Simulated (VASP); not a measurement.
The system is AlPtC4N4.

```
Al Pt C N
1.0
     5.83066    0.00000    0.00000
     0.00000    5.83066    0.00000
     0.00000    0.00000    5.83066
Al Pt C N
1 1 4 4
Cartesian
  2.9153 2.9153 2.9153
  0.0000 0.0000 0.0000
  1.1068 1.1068 1.1068
  1.1068 4.7239 4.7239
  4.7239 1.1068 4.7239
  4.7239 4.7239 1.1068
  1.7823 1.7823 1.7823
  1.7823 4.0484 4.0484
  4.0484 1.7823 4.0484
  4.0484 4.0484 1.7823
```

Base run:

```yaml
Program: VASP 6.6.1
Functional: PBE
Potentials_or_basis: VASP PAW PBE potentials, release 64 (Al, Pt, C, N)
Cutoff: 520 eV
k_mesh: 4 × 4 × 4
Occupations: gaussian, width 0.1 eV
Spin: no spin polarisation
```

Its results: band gap on the k mesh zero (an odd number of electrons rules out a gap without spin polarisation); pressure 0.9 GPa; largest force 3.538 eV/Å.

The run is repeated on the same cell with these changes: spin from no spin polarisation to collinear spin; further incar settings from ALGO = Normal; EDIFF = 1e-07; NBANDS = 36 to ALGO = Normal; EDIFF = 1e-07; NBANDS = 40. What comes out?

Band gap on the k mesh zero (filled and empty bands overlap); pressure 0.9 GPa; net moment 0.98 μB per cell; site moments Al -0.00; Pt +0.46; C +0.02; N +0.04 μB; largest force 3.495 eV/Å.

Caveats: spin-orbit coupling is left out, which moves the levels of the heavy elements; forces of over 1 eV/Å act on the atoms, so gaps and moduli don't describe the material at rest.
